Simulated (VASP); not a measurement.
# CdS (P6_3/mmc) in VASP: notebook

Aim: see how the results for CdS move with the level of theory and the settings. Levels: PBE, PBEsol. Tasks: single point.

Everything below comes from runs of VASP 6.6.1. Logs are shortened: lines on timing, memory, paths and dates and some standing lists are left out, and cuts for length are marked.

**1. The cell of the first run**

It takes space group P6_3/mmc (No. 194, hexagonal). The conventional cell has a = 3.877 Å, b = 3.877 Å, c = 6.478 Å, α = 90.00°, β = 90.00°, γ = 120.00°. Cd (site symmetry -3m) has 6 S at 2.76 Å and 2 Cd at 3.24 Å within 3.6 Å. S (site symmetry -6m2) has 6 Cd at 2.76 Å within 3.6 Å.

**2. Single point, PBE**

File INCAR:

```
PREC = Accurate ; ENCUT = 630
EDIFF = 1E-6 ; ISMEAR = -1
SIGMA = 0.02 ; LREAL = F
LASPH = T ; NELM = 120
ALGO = Normal ; ISIF = 2
LWAVE = F ; LCHARG = T
GGA = PE ; LELF = T
LVHAR = T ; NBANDS = 34
GGA_COMPAT = F
```

File KPOINTS:

```
Automatic mesh
0
Gamma
  12 12 4
```

File POSCAR:

```
CdS
1.0
    3.8770286350      0.0000000000      0.0000000000
   -1.9385143175      3.3576052891      0.0000000000
    0.0000000000      0.0000000000      6.4776817259
Cd S
2 2
Direct
    0.0000000000      0.0000000000      0.0000000000
    0.0000000000      0.0000000000      0.5000000000
    0.3333333333      0.6666666667      0.2500000000
    0.6666666667      0.3333333333      0.7500000000
```

Potentials or basis: VASP PAW PBE potentials, release 64 (Cd_sv_GW, S).

The run is started by

```sh
$ cat potpaw_PBE.64/Cd_sv_GW/POTCAR potpaw_PBE.64/S/POTCAR > POTCAR
$ mpirun -np 1 vasp_std > vasp.out
```

OUTCAR:

```text
PREC = Accurate
   ENCUT = 630
   EDIFF = 1E-6
   ISMEAR = -1
   LREAL = F
   LASPH = T
   NELM = 120
   ISIF = 2
   GGA = PE

 ion  position               nearest neighbor table
   1  0.000  0.000  0.000-
   2  0.000  0.000  0.500-
   3  0.333  0.667  0.250-
   4  0.667  0.333  0.750-

  LATTYP: Found a hexagonal cell.
 ALAT       =     3.8770286350
 C/A-ratio  =     1.6707851130

  Lattice vectors:

 A1 = (   3.8770286350,   0.0000000000,   0.0000000000)
 A2 = (  -1.9385143175,   3.3576052891,   0.0000000000)
 A3 = (   0.0000000000,   0.0000000000,   6.4776817259)

Analysis of symmetry for initial positions (statically):
=====================================================================
 Subroutine PRICEL returns:
 Original cell was already a primitive cell.

 Routine SETGRP: Setting up the symmetry group for a
 hexagonal supercell.

 Subroutine GETGRP returns: Found 24 space group operations
 (whereof 12 operations were pure point group operations)
 out of a pool of 24 trial point group operations.

The static configuration has the point symmetry D_3d.
 The point group associated with its full space group is D_6h.

Analysis of symmetry for dynamics (positions and initial velocities):
=====================================================================
 Subroutine PRICEL returns:
 Original cell was already a primitive cell.

 Routine SETGRP: Setting up the symmetry group for a
 hexagonal supercell.

 Subroutine GETGRP returns: Found 24 space group operations
 (whereof 12 operations were pure point group operations)
 out of a pool of 24 trial point group operations.

The dynamic configuration has the point symmetry D_3d.
 The point group associated with its full space group is D_6h.

 Subroutine INISYM returns: Found 24 space group operations
 (whereof 12 operations are pure point group operations),
 and found     1 'primitive' translations

----------------------------------------------------------------------------------------

                                     Primitive cell

  volume of cell :      84.3234

  direct lattice vectors                    reciprocal lattice vectors
     3.877028635  0.000000000  0.000000000     0.257929485  0.148915658  0.000000000
    -1.938514317  3.357605289  0.000000000     0.000000000  0.297831315  0.000000000
     0.000000000  0.000000000  6.477681726     0.000000000  0.000000000  0.154376217

  length of vectors
     3.877028635  3.877028635  6.477681726     0.297831315  0.297831315  0.154376217

  position of ions in fractional coordinates (direct lattice)
     0.000000000  0.000000000  0.000000000
     0.000000000  0.000000000  0.500000000
     0.333333333  0.666666667  0.250000000
     0.666666667  0.333333333  0.750000000

  ion indices of the primitive-cell ions
   primitive index   ion index
                 1           1
                 2           2
                 3           3
                 4           4

----------------------------------------------------------------------------------------

 KPOINTS: Automatic mesh

Automatic generation of k-mesh.
 Grid dimensions read from file:
 generate k-points for:   12   12    4

 Generating k-lattice:

  Cartesian coordinates                     Fractional coordinates (reciprocal lattice)
     0.021494124  0.012409638  0.000000000     0.083333333 -0.000000000  0.000000000
     0.000000000  0.024819276  0.000000000     0.000000000  0.083333333  0.000000000
     0.000000000  0.000000000  0.038594054     0.000000000  0.000000000  0.250000000

  Length of vectors
     0.024819276  0.024819276  0.038594054

  Shift w.r.t. Gamma in fractional coordinates (k-lattice)
     0.000000000  0.000000000  0.000000000

 Subroutine IBZKPT returns following result:
 ===========================================

 Found     57 irreducible k-points:

 Following reciprocal coordinates:
            Coordinates               Weight
  0.000000  0.000000  0.000000      1.000000
  0.083333  0.000000  0.000000      6.000000
  0.166667  0.000000  0.000000      6.000000
  0.250000 -0.000000  0.000000      6.000000
  0.333333  0.000000  0.000000      6.000000
  0.416667 -0.000000  0.000000      6.000000
[... 16 lines left out ...]
  0.250000 -0.000000  0.250000     12.000000
  0.333333  0.000000  0.250000     12.000000
 [... further k-points ...]
   k-points           NKPTS =     57   k-points in BZ     NKDIM =     57   number of bands    NBANDS=     34
   number of dos      NEDOS =    301   number of ions     NIONS =      4
   total plane-waves  NPLWV =  55296
   dimension x,y,z NGX =    32 NGY =   32 NGZ =   54
   dimension x,y,z NGXF=    64 NGYF=   64 NGZF=  108
   ions per type =               2   2
   NGX,Y,Z   is equivalent  to a cutoff of  13.72, 13.72, 13.86 a.u.
   NGXF,Y,Z  is equivalent  to a cutoff of  27.44, 27.44, 27.72 a.u.
 SYSTEM =  unknown system
   PREC   = accura    normal or accurate (medium, high low for compatibility)
   ISTART =      0    job   : 0-new  1-cont  2-samecut
   ICHARG =      2    charge: 1-file 2-atom 10-const
   ISPIN  =      1    spin polarized calculation?
   LNONCOLLINEAR =      F non collinear calculations
   LSORBIT =      F    spin-orbit coupling
   LASPH  =      T    aspherical Exc in radial PAW
   ENCUT  =  630.0 eV  46.30 Ry    6.80 a.u.   7.93  7.93 13.26*2*pi/ulx,y,z
   NELM   =    120;   NELMIN=  2; NELMDL= -5     # of ELM steps
   EDIFF  = 0.1E-05   stopping-criterion for ELM
   LREAL  =      F    real-space projection
   EDIFFG = 0.1E-04   stopping-criterion for IOM
   NSW    =      0    number of steps for IOM
   IBRION =     -1    ionic relax: 0-MD 1-quasi-New 2-CG
   NFREE  =      0    steps in history (QN), initial steepest desc. (CG)
   ISIF   =      2    stress and relaxation
   ISYM   =      2    0-nonsym 1-usesym 2-fastsym
   POTIM  = 0.5000    time-step for ionic-motion
   TEBEG  =    0.0;   TEEND  =   0.0 temperature during run
   PSTRESS=    0.0 pullay stress
   NELECT =      52.0000    total number of electrons
   NUPDOWN=      -1.0000    fix difference up-down
   EMIN   =  10.00;   EMAX   =-10.00  energy-range for DOS
   EFERMI =   0.00;   METHOD = LEGACY
   ISMEAR =    -1;   SIGMA  =   0.02  broadening in eV -4-tet -1-fermi 0-gaus
   EFERMI_NEDOS =   21; number of points for ismear=-14 and -15
   IALGO  =     38    algorithm
   IMIX   =      4    mixing-type and parameters
     AMIX     =   0.40;   BMIX     =  1.00
     AMIX_MAG =   1.60;   BMIX_MAG =  1.00
  volume/ion in A,a.u.               =      21.08       142.26
  Fermi-wavevector in a.u.,A,eV,Ry     =   1.393456  2.633250 26.418691  1.941719
  Thomas-Fermi vector in A             =   2.517100
   LORBIT       =      0    0 simple, 1 ext, 2 COOP (PROOUT), +10 PAW based schemes
   GGA     = PE    functional components
   LHFCALC =     F    Hartree Fock is set to
   AEXX    =    0.0000 exact exchange contribution
   IVDW    =     0    specifies the selected vdW correction
   LEPSILON=     F    determine dielectric tensor
   LRPA    =     F    only Hartree local field effects (RPA)
 non-spin polarized calculation
  energy-cutoff  :      630.00
  volume of cell :       84.32
 maximum number of plane-waves:      3052
 NGX is ok and might be reduce to    32
   NGX = 15   NGY = 15   NGZ = 27

 number of electron      51.9999977 magnetization

 Free energy of the ion-electron system (eV)
  ---------------------------------------------------
  ext. energy  EPLUGINS =         0.00000000
  ---------------------------------------------------
  free energy    TOTEN  =       -11.74057159 eV

  energy without entropy =      -11.74057158  energy(sigma->0) =      -11.74057158

 E-fermi :   4.7797     XC(G=0): -10.3606

 val. band max:        4.4794212791   @ k =   0.0000   0.0000   0.0000
 cond. band min:       5.0248513855   @ k =   0.0000   0.0000   0.0000
 fundamental gap:      0.5454301063
 Fermi energy:         4.7797337271

 k-point     1 :       0.0000    0.0000    0.0000
  band No.  band energies     occupation
      1     -97.1743      2.00000
      2     -97.1738      2.00000
      3     -58.2507      2.00000
      4     -58.2389      2.00000
      5     -58.2370      2.00000
      6     -58.2370      2.00000
[... 26 lines left out ...]
     33      13.4994      0.00000
     34      13.5015      0.00000

 k-point     2 :       0.0833    0.0000    0.0000
  band No.  band energies     occupation
      1     -97.1743      2.00000
      2     -97.1738      2.00000
      3     -58.2507      2.00000
      4     -58.2389      2.00000
      5     -58.2371      2.00000
      6     -58.2371      2.00000
[... 26 lines left out ...]
     33      13.3392      0.00000
     34      13.4303      0.00000

 k-point     3 :       0.1667    0.0000    0.0000
  band No.  band energies     occupation
      1     -97.1743      2.00000
      2     -97.1738      2.00000
      3     -58.2506      2.00000
      4     -58.2389      2.00000
      5     -58.2374      2.00000
      6     -58.2372      2.00000
[... 26 lines left out ...]
     33      12.4930      0.00000
     34      12.7786      0.00000

 k-point     4 :       0.2500   -0.0000    0.0000
  band No.  band energies     occupation
      1     -97.1743      2.00000
      2     -97.1738      2.00000
      3     -58.2506      2.00000
      4     -58.2389      2.00000
      5     -58.2377      2.00000
      6     -58.2372      2.00000
[... 26 lines left out ...]
     33      12.2279      0.00000
     34      12.9544      0.00000

 k-point     5 :       0.3333    0.0000    0.0000
  band No.  band energies     occupation
      1     -97.1743      2.00000
      2     -97.1738      2.00000
      3     -58.2505      2.00000
      4     -58.2389      2.00000
      5     -58.2379      2.00000
      6     -58.2373      2.00000
[... 621 lines left out ...]
 k-point    22 :       0.1667    0.0000    0.2500
  band No.  band energies     occupation
      1     -97.1742      2.00000
      2     -97.1739      2.00000
      3     -58.2489      2.00000
      4     -58.2406      2.00000
      5     -58.2372      2.00000
      6     -58.2370      2.00000
[... 26 lines left out ...]
     33      12.2608      0.00000
     34      12.5911      0.00000

 k-point    23 :       0.2500   -0.0000    0.2500
  band No.  band energies     occupation
      1     -97.1742      2.00000
      2     -97.1739      2.00000
      3     -58.2489      2.00000
      4     -58.2406      2.00000
      5     -58.2376      2.00000
      6     -58.2371      2.00000
[... 26 lines left out ...]
     33      12.3569      0.00000
     34      12.8383      0.00000

 k-point    24 :       0.3333    0.0000    0.2500
  band No.  band energies     occupation
      1     -97.1742      2.00000
      2     -97.1739      2.00000
      3     -58.2488      2.00000
      4     -58.2406      2.00000
      5     -58.2378      2.00000
      6     -58.2372      2.00000
[... 26 lines left out ...]
     33      12.6301      0.00000
     34      13.6109      0.00000

 [... further k-points ...]

------------------------ aborting loop because EDIFF is reached ----------------------------------------

  FORCE on cell =-STRESS in cart. coord.  units (eV):
  Direction    XX          YY          ZZ          XY          YZ          ZX
  --------------------------------------------------------------------------------------
  -------------------------------------------------------------------------------------
  Total       -0.0796973     -0.0796973     -0.0781034      0.0000000     -0.0000000      0.0000000
  in kB       -1.5142789     -1.5142789     -1.4839950      0.0000000     -0.0000000      0.0000000
  external PRESSURE =      -1.5041843 kB  Pullay stress =       0.0000000 kB

 VOLUME and BASIS-vectors are now :
 -----------------------------------------------------------------------------
  energy-cutoff  :      630.00
  volume of cell :       84.32
      direct lattice vectors                 reciprocal lattice vectors
     3.877028635  0.000000000  0.000000000     0.257929485  0.148915658  0.000000000
    -1.938514317  3.357605289  0.000000000     0.000000000  0.297831315  0.000000000
     0.000000000  0.000000000  6.477681726     0.000000000  0.000000000  0.154376217

 POSITION                                       TOTAL-FORCE (eV/Angst)
 -----------------------------------------------------------------------------------
      0.00000      0.00000      0.00000         0.000000      0.000000      0.000000
      0.00000      0.00000      3.23884         0.000000      0.000000      0.000000
     -0.00000      2.23840      1.61942        -0.000000      0.000000     -0.000000
      1.93851      1.11920      4.85826         0.000000     -0.000000      0.000000
 -----------------------------------------------------------------------------------
    total drift:                                0.000000     -0.000000      0.000000

  FREE ENERGIE OF THE ION-ELECTRON SYSTEM (eV)
  ---------------------------------------------------
  free  energy   TOTEN  =       -11.7405715882 eV

  energy  without entropy=      -11.7405715783  energy(sigma->0) =      -11.74057158
```

It took 1.8 min on 1 thread of Intel Xeon Platinum 8559C (Emerald Rapids), shared host; peak memory 0.37 GiB.

Results:

```yaml
Free_energy: -11.7406 eV
Pressure: -0.2 GPa
Band_gap_on_the_k_mesh: 0.55 eV
```

Levels at points of the mesh, in eV from the valence-band top:
| k point | band 24 | band 25 | band 26 | band 27 | band 28 | band 29 |
| --- | --- | --- | --- | --- | --- | --- |
| (0.00, 0.00, 0.00) | -0.74 | 0.00 | 0.00 | 0.55 | 3.42 | 6.72 |
| (0.50, 0.00, 0.00) | -2.00 | -1.44 | -0.04 | 2.51 | 3.73 | 3.80 |
| (0.00, 0.00, 0.50) | -0.34 | -0.34 | -0.34 | 2.97 | 2.97 | 6.75 |
| (0.50, 0.00, 0.50) | -1.29 | -1.13 | -1.13 | 2.11 | 2.11 | 5.93 |

Caveat: semilocal functionals underestimate gaps, and a narrow one can read as zero. A k mesh can miss the band edges.

**3. Single point, PBE**

This run uses another cell than the first one, of 20.59 Å³/atom.

File INCAR:

```
PREC = Accurate
ENCUT = 630
EDIFF = 1E-6
ISMEAR = -1
SIGMA = 0.02
LREAL = F
LASPH = T
NELM = 120
ALGO = Normal
ISIF = 2
LWAVE = F
LCHARG = F
GGA = PE
NBANDS = 34
GGA_COMPAT = F
```

KPOINTS is that of step 2.

File POSCAR:

```
CdS
1.0
    3.8410415901      0.0000000000      0.0000000000
   -1.9205207951      3.3264395940      0.0000000000
    0.0000000000      0.0000000000      6.4452706107
Cd S
2 2
Direct
    0.0000000000      0.0000000000      0.0000000000
    0.0000000000      0.0000000000      0.5000000000
    0.3333333333      0.6666666667      0.2500000000
    0.6666666667      0.3333333333      0.7500000000
```

Potentials or basis: VASP PAW PBE potentials, release 64 (Cd_sv_GW, S).

The run is started by

```sh
$ cat potpaw_PBE.64/Cd_sv_GW/POTCAR potpaw_PBE.64/S/POTCAR > POTCAR
$ mpirun -np 1 vasp_std > vasp.out
```

It took 86 s on 1 thread of AMD EPYC 9R45 (Zen 5), shared host; peak memory 0.33 GiB.

Results (log left out):

- Free energy: -11.7300 eV
- Pressure: 1.6 GPa
- Band gap on the k mesh: 0.64 eV

Stress tensor (GPa, compression positive):
```
1.65 0.00 0.00
0.00 1.65 0.00
0.00 0.00 1.51
```

Levels at points of the mesh, in eV from the valence-band top:
| k point | band 23 | band 24 | band 25 | band 26 | band 27 | band 28 | band 29 | band 30 |
| --- | --- | --- | --- | --- | --- | --- | --- | --- |
| (0.00, 0.00, 0.00) | -0.78 | -0.78 | 0.00 | 0.00 | 0.64 | 3.43 | 6.73 | 6.73 |
| (0.50, 0.00, 0.00) | -3.10 | -2.08 | -1.50 | -0.05 | 2.54 | 3.77 | 3.78 | 5.90 |
| (0.00, 0.00, 0.50) | -0.37 | -0.37 | -0.37 | -0.37 | 3.07 | 3.07 | 6.76 | 6.76 |
| (0.50, 0.00, 0.50) | -1.35 | -1.35 | -1.18 | -1.18 | 2.09 | 2.09 | 5.90 | 5.90 |

Caveat: semilocal functionals underestimate gaps, and a narrow one can read as zero. A k mesh can miss the band edges.

**4. Single point, PBEsol**

This run uses another cell than the first one, of 20.00 Å³/atom.

File INCAR:

```
SYSTEM = CdS
PREC = Accurate ; ENCUT = 630
EDIFF = 1E-6 ; ISMEAR = -1
SIGMA = 0.02 ; LREAL = .False.
LASPH = .True. ; NELM = 120
ALGO = Normal ; ISIF = 2
LWAVE = .False. ; LCHARG = .False.
GGA = PS ; NBANDS = 34
GGA_COMPAT = .False.
```

File KPOINTS:

```
Automatic mesh
0
Gamma
  12 12 4
  0 0 0
```

File POSCAR:

```
CdS
1.0
    3.8091917370      0.0000000000      0.0000000000
   -1.9045958685      3.2988568121      0.0000000000
    0.0000000000      0.0000000000      6.3649212584
Cd S
2 2
Direct
    0.0000000000      0.0000000000      0.0000000000
    0.0000000000      0.0000000000      0.5000000000
    0.3333333333      0.6666666667      0.2500000000
    0.6666666667      0.3333333333      0.7500000000
```

The run is started by

```sh
$ cat potpaw_PBE.64/Cd_sv_GW/POTCAR potpaw_PBE.64/S/POTCAR > POTCAR
$ mpirun -np 1 vasp_std > vasp.out
```

It took 78 s on 1 thread of Intel Xeon 6975P-C (Granite Rapids), shared host; peak memory 0.35 GiB.

The run converged. Its results:

```yaml
Free_energy: -13.2897 eV
Pressure: -0.1 GPa
Band_gap_on_the_k_mesh: 0.65 eV
```

Levels at points of the mesh, in eV from the valence-band top:
| k point | band 22 | band 23 | band 24 | band 25 | band 26 | band 27 | band 28 | band 29 | band 30 | band 31 |
| --- | --- | --- | --- | --- | --- | --- | --- | --- | --- | --- |
| (0.00, 0.00, 0.00) | -0.99 | -0.87 | -0.87 | 0.00 | 0.00 | 0.65 | 3.24 | 6.58 | 6.58 | 7.36 |
| (0.50, 0.00, 0.00) | -4.00 | -3.31 | -2.25 | -1.58 | -0.04 | 2.56 | 3.62 | 3.71 | 5.77 | 6.86 |
| (0.00, 0.00, 0.50) | -3.67 | -0.40 | -0.40 | -0.40 | -0.40 | 3.07 | 3.07 | 6.70 | 6.70 | 7.09 |
| (0.50, 0.00, 0.50) | -4.89 | -1.41 | -1.41 | -1.27 | -1.27 | 2.01 | 2.01 | 5.75 | 5.75 | 8.04 |

Caveat: semilocal functionals underestimate gaps, and a narrow one can read as zero; the PAW data sets were made with another functional, which shifts forces and pressure a little. A k mesh can miss the band edges.

**5. Overview**

| level | cell | gap on the mesh (eV) | pressure (GPa) |
| --- | --- | --- | --- |
| PBE | a = 3.877, b = 3.877, c = 6.478 Å, angles 90.0, 90.0, 120.0°, 4 atoms | 0.55 | -0.2 |
| PBE | a = 3.841, b = 3.841, c = 6.445 Å, angles 90.0, 90.0, 120.0°, 4 atoms | 0.64 | 1.6 |
| PBEsol | a = 3.809, b = 3.809, c = 6.365 Å, angles 90.0, 90.0, 120.0°, 4 atoms | 0.65 | -0.1 |

Alike in all rows: task single point; potentials or basis VASP PAW PBE potentials, release 64 (Cd_sv_GW, S); no spin polarisation; k mesh 12 × 12 × 4; cutoff (eV) 630; smearing fermi-dirac 0.02 eV.

Caveats: semilocal functionals underestimate gaps, and a narrow one can read as zero; the PAW data sets were made with another functional, which shifts forces and pressure a little (at least some runs).

Total energies depend on the potentials used, so only differences within one code and one set of settings carry meaning.
